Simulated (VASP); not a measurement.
# LiTaBe2N3 (P6/mmm) in VASP: further runs

Runs on LiTaBe2N3. Level: PBE. Tasks: single point.

Everything below comes from runs of VASP 6.6.1. Logs are shortened: lines on timing, memory, paths and dates and some standing lists are left out, and cuts for length are marked.

## Step 1: The cell of the first run

Symmetry: P6/mmm, No. 191, hexagonal system. Conventional cell: a = 4.196 Å, b = 4.196 Å, c = 5.221 Å, α = 90.00°, β = 90.00°, γ = 120.00°. Within 3.2 Å of Li (site symmetry 6/mmm) lie 6 Be at 2.42 Å and 2 Ta at 2.61 Å. Ta (site symmetry 6/mmm) has 6 N at 2.10 Å and 2 Li at 2.61 Å within 2.8 Å. Within 3.2 Å of Be (site symmetry -6m2) lie 3 Be at 2.42 Å and 3 Li at 2.42 Å and 6 N at 2.88 Å. N (site symmetry mmm) has 2 Ta at 2.10 Å and 4 N at 2.10 Å and 4 Be at 2.88 Å within 2.9 Å.

The cell was generated, and may not be a known phase.

## Step 2: Single point, PBE

INCAR

```
PREC = Accurate
ENCUT = 750
EDIFF = 1E-6
ISMEAR = 0
SIGMA = 0.15
LREAL = F
LASPH = T
NELM = 120
ALGO = Normal
ISIF = 2
LWAVE = F
LCHARG = T
GGA = PE
LELF = T
LVHAR = T
NBANDS = 26
GGA_COMPAT = F
```

KPOINTS

```
regular mesh
0
Gamma
  3 3 3
```

POSCAR

```
LiTaBe2N3
1.0
    4.1959145474      0.0000000026      0.0000000000
   -2.0979572760      3.6337685889      0.0000000000
    0.0000000000      0.0000000000      5.2208493860
Li Ta Be N
1 1 2 3
Direct
    0.0000000000      0.0000000000      0.0000000000
    0.0000000000      0.0000000000      0.5000000000
    0.3333333333      0.6666666667      0.0000000000
    0.6666666667      0.3333333333      0.0000000000
    0.5000000000      0.0000000000      0.5000000000
    0.0000000000      0.5000000000      0.5000000000
    0.5000000000      0.5000000000      0.5000000000
```

Potentials or basis: VASP PAW PBE potentials, release 64 (Li_sv, Ta_pv, Be, N).

Launch:

```sh
$ cat potpaw_PBE.64/Li_sv/POTCAR potpaw_PBE.64/Ta_pv/POTCAR potpaw_PBE.64/Be/POTCAR potpaw_PBE.64/N/POTCAR > POTCAR
$ mpirun -np 1 vasp_std > vasp.out
```

OUTCAR:

```text
PREC = Accurate
   ENCUT = 750
   EDIFF = 1E-6
   ISMEAR = 0
   LREAL = F
   LASPH = T
   NELM = 120
   ISIF = 2
   GGA = PE

 ion  position               nearest neighbor table
   1  0.000  0.000  0.000-   3 2.42   4 2.42   4 2.42   3 2.42   4 2.42   3 2.42   2 2.61   2 2.61

   2  0.000  0.000  0.500-   5 2.10   5 2.10   7 2.10   7 2.10   6 2.10   6 2.10   1 2.61   1 2.61

   3  0.333  0.667  0.000-   1 2.42   1 2.42   1 2.42
   4  0.667  0.333  0.000-   1 2.42   1 2.42   1 2.42
   5  0.500  0.000  0.500-   2 2.10   2 2.10
   6  0.000  0.500  0.500-   2 2.10   2 2.10
   7  0.500  0.500  0.500-   2 2.10   2 2.10

  LATTYP: Found a hexagonal cell.
 ALAT       =     4.1959145474
 C/A-ratio  =     1.2442697121

  Lattice vectors:

 A1 = (   4.1959145474,   0.0000000026,   0.0000000000)
 A2 = (  -2.0979572760,   3.6337685889,   0.0000000000)
 A3 = (   0.0000000000,   0.0000000000,   5.2208493860)

Analysis of symmetry for initial positions (statically):
=====================================================================
 Subroutine PRICEL returns:
 Original cell was already a primitive cell.

 Routine SETGRP: Setting up the symmetry group for a
 hexagonal supercell.

 Subroutine GETGRP returns: Found 24 space group operations
 (whereof 24 operations were pure point group operations)
 out of a pool of 24 trial point group operations.

The static configuration has the point symmetry D_6h.

Analysis of symmetry for dynamics (positions and initial velocities):
=====================================================================
 Subroutine PRICEL returns:
 Original cell was already a primitive cell.

 Routine SETGRP: Setting up the symmetry group for a
 hexagonal supercell.

 Subroutine GETGRP returns: Found 24 space group operations
 (whereof 24 operations were pure point group operations)
 out of a pool of 24 trial point group operations.

The dynamic configuration has the point symmetry D_6h.

 Subroutine INISYM returns: Found 24 space group operations
 (whereof 24 operations are pure point group operations),
 and found     1 'primitive' translations

----------------------------------------------------------------------------------------

                                     Primitive cell

  volume of cell :      79.6022

  direct lattice vectors                    reciprocal lattice vectors
     4.195914547  0.000000003  0.000000000     0.238327065  0.137598195  0.000000000
    -2.097957276  3.633768589  0.000000000    -0.000000000  0.275196391  0.000000000
     0.000000000  0.000000000  5.220849386     0.000000000  0.000000000  0.191539714

  length of vectors
     4.195914547  4.195914547  5.220849386     0.275196391  0.275196391  0.191539714

  position of ions in fractional coordinates (direct lattice)
     0.000000000  0.000000000  0.000000000
     0.000000000  0.000000000  0.500000000
     0.333333333  0.666666667  0.000000000
     0.666666667  0.333333333  0.000000000
     0.500000000  0.000000000  0.500000000
     1.000000000  0.500000000  0.500000000
     0.500000000  0.500000000  0.500000000

  ion indices of the primitive-cell ions
   primitive index   ion index
                 1           1
                 2           2
                 3           3
                 4           4
                 5           5
                 6           6
                 7           7

----------------------------------------------------------------------------------------

 KPOINTS: regular mesh

Automatic generation of k-mesh.
 Grid dimensions read from file:
 generate k-points for:    3    3    3

 Generating k-lattice:

  Cartesian coordinates                     Fractional coordinates (reciprocal lattice)
     0.079442355  0.045866065  0.000000000     0.333333333 -0.000000000  0.000000000
    -0.000000000  0.091732130  0.000000000     0.000000000  0.333333333  0.000000000
     0.000000000  0.000000000  0.063846571     0.000000000  0.000000000  0.333333333

  Length of vectors
     0.091732130  0.091732130  0.063846571

  Shift w.r.t. Gamma in fractional coordinates (k-lattice)
     0.000000000  0.000000000  0.000000000

 Subroutine IBZKPT returns following result:
 ===========================================

 Found      6 irreducible k-points:

 Following reciprocal coordinates:
            Coordinates               Weight
  0.000000  0.000000  0.000000      1.000000
  0.333333  0.000000  0.000000      6.000000
  0.333333  0.333333  0.000000      2.000000
  0.000000  0.000000  0.333333      2.000000
  0.333333  0.000000  0.333333     12.000000
  0.333333  0.333333  0.333333      4.000000
   k-points           NKPTS =      6   k-points in BZ     NKDIM =      6   number of bands    NBANDS=     26
   number of dos      NEDOS =    301   number of ions     NIONS =      7
   total plane-waves  NPLWV =  76800
   dimension x,y,z NGX =    40 NGY =   40 NGZ =   48
   dimension x,y,z NGXF=    80 NGYF=   80 NGZF=   96
   ions per type =               1   1   2   3
   NGX,Y,Z   is equivalent  to a cutoff of  15.85, 15.85, 15.28 a.u.
   NGXF,Y,Z  is equivalent  to a cutoff of  31.70, 31.70, 30.57 a.u.
 SYSTEM =  unknown system
   PREC   = accura    normal or accurate (medium, high low for compatibility)
   ISTART =      0    job   : 0-new  1-cont  2-samecut
   ICHARG =      2    charge: 1-file 2-atom 10-const
   ISPIN  =      1    spin polarized calculation?
   LNONCOLLINEAR =      F non collinear calculations
   LSORBIT =      F    spin-orbit coupling
   LASPH  =      T    aspherical Exc in radial PAW
   ENCUT  =  750.0 eV  55.12 Ry    7.42 a.u.   9.37  9.37 11.66*2*pi/ulx,y,z
   NELM   =    120;   NELMIN=  2; NELMDL= -5     # of ELM steps
   EDIFF  = 0.1E-05   stopping-criterion for ELM
   LREAL  =      F    real-space projection
   EDIFFG = 0.1E-04   stopping-criterion for IOM
   NSW    =      0    number of steps for IOM
   IBRION =     -1    ionic relax: 0-MD 1-quasi-New 2-CG
   NFREE  =      0    steps in history (QN), initial steepest desc. (CG)
   ISIF   =      2    stress and relaxation
   ISYM   =      2    0-nonsym 1-usesym 2-fastsym
   POTIM  = 0.5000    time-step for ionic-motion
   TEBEG  =    0.0;   TEEND  =   0.0 temperature during run
   PSTRESS=    0.0 pullay stress
   NELECT =      33.0000    total number of electrons
   NUPDOWN=      -1.0000    fix difference up-down
   EMIN   =  10.00;   EMAX   =-10.00  energy-range for DOS
   EFERMI =   0.00;   METHOD = LEGACY
   ISMEAR =     0;   SIGMA  =   0.15  broadening in eV -4-tet -1-fermi 0-gaus
   EFERMI_NEDOS =   21; number of points for ismear=-14 and -15
   IALGO  =     38    algorithm
   IMIX   =      4    mixing-type and parameters
     AMIX     =   0.40;   BMIX     =  1.00
     AMIX_MAG =   1.60;   BMIX_MAG =  1.00
  volume/ion in A,a.u.               =      11.37        76.74
  Fermi-wavevector in a.u.,A,eV,Ry     =   1.220687  2.306765 20.273738  1.490078
  Thomas-Fermi vector in A             =   2.355896
   LORBIT       =      0    0 simple, 1 ext, 2 COOP (PROOUT), +10 PAW based schemes
   GGA     = PE    functional components
   LHFCALC =     F    Hartree Fock is set to
   AEXX    =    0.0000 exact exchange contribution
   IVDW    =     0    specifies the selected vdW correction
   LEPSILON=     F    determine dielectric tensor
   LRPA    =     F    only Hartree local field effects (RPA)
 non-spin polarized calculation
 Gauss-broadening in eV      SIGMA  =   0.15
  energy-cutoff  :      750.00
  volume of cell :       79.60
 maximum number of plane-waves:      3737
 NGX is ok and might be reduce to    40
   NGX = 19   NGY = 19   NGZ = 23

 number of electron      32.9999999 magnetization

 Free energy of the ion-electron system (eV)
  ---------------------------------------------------
  ext. energy  EPLUGINS =         0.00000000
  ---------------------------------------------------
  free energy    TOTEN  =       -38.69910771 eV

  energy without entropy =      -38.67848556  energy(sigma->0) =      -38.68879663

 E-fermi :   4.1344     XC(G=0): -10.5495

 val. band max:        4.0409447604   @ k =   0.3333   0.0000   0.0000
 cond. band min:       4.2419663541   @ k =   0.0000   0.0000   0.3333
 fundamental gap:      0.2010215936
 Fermi energy:         4.1343850344

 k-point     1 :       0.0000    0.0000    0.0000
  band No.  band energies     occupation
      1     -41.0808      2.00000
      2     -30.8478      2.00000
      3     -30.7639      2.00000
      4     -30.7639      2.00000
      5     -13.4635      2.00000
      6      -8.4667      2.00000
[... 18 lines left out ...]
     25       8.1645      0.00000
     26       8.9421      0.00000

 k-point     2 :       0.3333    0.0000    0.0000
  band No.  band energies     occupation
      1     -41.0806      2.00000
      2     -30.8449      2.00000
      3     -30.8050      2.00000
      4     -30.7736      2.00000
      5     -12.2893      2.00000
      6      -9.9964      2.00000
[... 18 lines left out ...]
     25       9.8877      0.00000
     26       9.9578      0.00000

 k-point     3 :       0.3333    0.3333    0.0000
  band No.  band energies     occupation
      1     -41.0805      2.00000
      2     -30.8434      2.00000
      3     -30.8019      2.00000
      4     -30.8019      2.00000
      5     -10.8356      2.00000
      6     -10.8356      2.00000
[... 18 lines left out ...]
     25       9.5241      0.00000
     26      11.2982      0.00000

 k-point     4 :       0.0000    0.0000    0.3333
  band No.  band energies     occupation
      1     -41.0815      2.00000
      2     -30.8453      2.00000
      3     -30.7638      2.00000
      4     -30.7638      2.00000
      5     -13.4560      2.00000
      6      -8.4612      2.00000
[... 18 lines left out ...]
     25       8.3193      0.00000
     26       8.9416      0.00000

 k-point     5 :       0.3333    0.0000    0.3333
  band No.  band energies     occupation
      1     -41.0813      2.00000
      2     -30.8423      2.00000
      3     -30.8049      2.00000
      4     -30.7736      2.00000
      5     -12.2813      2.00000
      6      -9.9899      2.00000
[... 18 lines left out ...]
     25       9.5960      0.00000
     26       9.9861      0.00000

 k-point     6 :       0.3333    0.3333    0.3333
  band No.  band energies     occupation
      1     -41.0812      2.00000
      2     -30.8409      2.00000
      3     -30.8019      2.00000
      4     -30.8019      2.00000
      5     -10.8279      2.00000
      6     -10.8279      2.00000
[... 18 lines left out ...]
     25      10.4401      0.00000
     26      11.3903      0.00000

------------------------ aborting loop because EDIFF is reached ----------------------------------------

  FORCE on cell =-STRESS in cart. coord.  units (eV):
  Direction    XX          YY          ZZ          XY          YZ          ZX
  --------------------------------------------------------------------------------------
  -------------------------------------------------------------------------------------
  Total        0.2910030      0.2910030      0.1824172     -0.0000000      0.0000000      0.0000000
  in kB        5.8571043      5.8571043      3.6715657     -0.0000000      0.0000000      0.0000000
  external PRESSURE =       5.1285914 kB  Pullay stress =       0.0000000 kB

 VOLUME and BASIS-vectors are now :
 -----------------------------------------------------------------------------
  energy-cutoff  :      750.00
  volume of cell :       79.60
      direct lattice vectors                 reciprocal lattice vectors
     4.195914547  0.000000003  0.000000000     0.238327065  0.137598195  0.000000000
    -2.097957276  3.633768589  0.000000000    -0.000000000  0.275196391  0.000000000
     0.000000000  0.000000000  5.220849386     0.000000000  0.000000000  0.191539714

 POSITION                                       TOTAL-FORCE (eV/Angst)
 -----------------------------------------------------------------------------------
      0.00000      0.00000      0.00000         0.000000      0.000000     -0.000000
      0.00000      0.00000      2.61042         0.000000      0.000000     -0.000000
     -0.00000      2.42251      0.00000        -0.000000      0.000000     -0.000000
      2.09796      1.21126      0.00000         0.000000     -0.000000      0.000000
      2.09796      0.00000      2.61042         0.000000      0.000000     -0.000000
     -1.04898      1.81688      2.61042         0.000000      0.000000     -0.000000
      1.04898      1.81688      2.61042         0.000000      0.000000     -0.000000
 -----------------------------------------------------------------------------------
    total drift:                               -0.000000      0.000000     -0.000000

  FREE ENERGIE OF THE ION-ELECTRON SYSTEM (eV)
  ---------------------------------------------------
  free  energy   TOTEN  =       -38.6991077088 eV

  energy  without entropy=      -38.6784855564  energy(sigma->0) =      -38.68879663
```

It took 36 s on 1 thread of AMD EPYC 7R43 (Zen 3), shared host; peak memory 0.22 GiB.

What came out:

- Free energy: -38.6991 eV
- Pressure: 0.5 GPa
- Band gap on the k mesh: zero (an odd number of electrons rules out a gap without spin polarisation)

Levels at points of the mesh, in eV from the Fermi level:
```tsv
k point	band 13	band 14	band 15	band 16	band 17	band 18	band 19	band 20
(0.00, 0.00, 0.00)	-0.77	-0.77	0.62	0.62	1.29	1.46	1.58	1.58
```

Caveat: the k points lie up to 0.58 Å⁻¹ apart, too coarse for converged energies and pressures of a metal; spin-orbit coupling is left out, which moves the levels of the heavy elements.

## Step 3: Single point, PBE

This run uses another cell than the first one, of 15.62 Å³/atom.

INCAR

```
SYSTEM = LiTaBe2N3
ALGO = Normal
EDIFF = 1E-6
ENCUT = 750
GGA = PE
GGA_COMPAT = .FALSE.
ISIF = 2
ISMEAR = 0
LASPH = .TRUE.
LCHARG = .TRUE.
LELF = .TRUE.
LREAL = .FALSE.
LVHAR = .TRUE.
LWAVE = .FALSE.
NBANDS = 26
NELM = 120
PREC = Accurate
SIGMA = 0.15
```

KPOINTS

```
k-points
0
G
  3 3 3
  0 0 0
```

POSCAR

```
LiTaBe2N3
1.0
    5.2760365142      0.0000000000      0.0000000000
   -2.6380182571      4.5691816526      0.0000000000
    0.0000000000      0.0000000000      4.5344183154
Li Ta Be N
1 1 2 3
Direct
    0.0000000000      0.0000000000      0.0000000000
    0.0000000000      0.0000000000      0.5000000000
    0.3333333333      0.6666666667      0.0000000000
    0.6666666667      0.3333333333      0.0000000000
    0.5000000000      0.0000000000      0.0000000000
    0.0000000000      0.5000000000      0.0000000000
    0.5000000000      0.5000000000      0.0000000000
```

Potentials or basis: VASP PAW PBE potentials, release 64 (Li_sv, Ta_pv, Be, N).

Launch:

```sh
$ cat potpaw_PBE.64/Li_sv/POTCAR potpaw_PBE.64/Ta_pv/POTCAR potpaw_PBE.64/Be/POTCAR potpaw_PBE.64/N/POTCAR > POTCAR
$ mpirun -np 1 vasp_std > vasp.out
```

Run time: 68 s. Hardware: 1 thread of AMD EPYC 7R43 (Zen 3), shared host; peak memory 0.28 GiB.

It converged, with:

* Free energy: -36.4772 eV
* Pressure: 0.3 GPa
* Band gap on the k mesh: zero (an odd number of electrons rules out a gap without spin polarisation)

Stress tensor (GPa, compression positive):
```
0.34 0.00 0.00
0.00 0.34 0.00
0.00 0.00 0.14
```

Levels at points of the mesh, in eV from the Fermi level:
```
           k point  band 14  band 15  band 16  band 17  band 18  band 19
(0.00, 0.00, 0.00)    -0.52    -0.23    -0.23    -0.19     0.10     0.10
```

Caveat: the k points lie up to 0.46 Å⁻¹ apart, too coarse for converged energies and pressures of a metal; spin-orbit coupling is left out, which moves the levels of the heavy elements.

The gap in the log of VASP goes by the Fermi energy; the results here count the filled bands.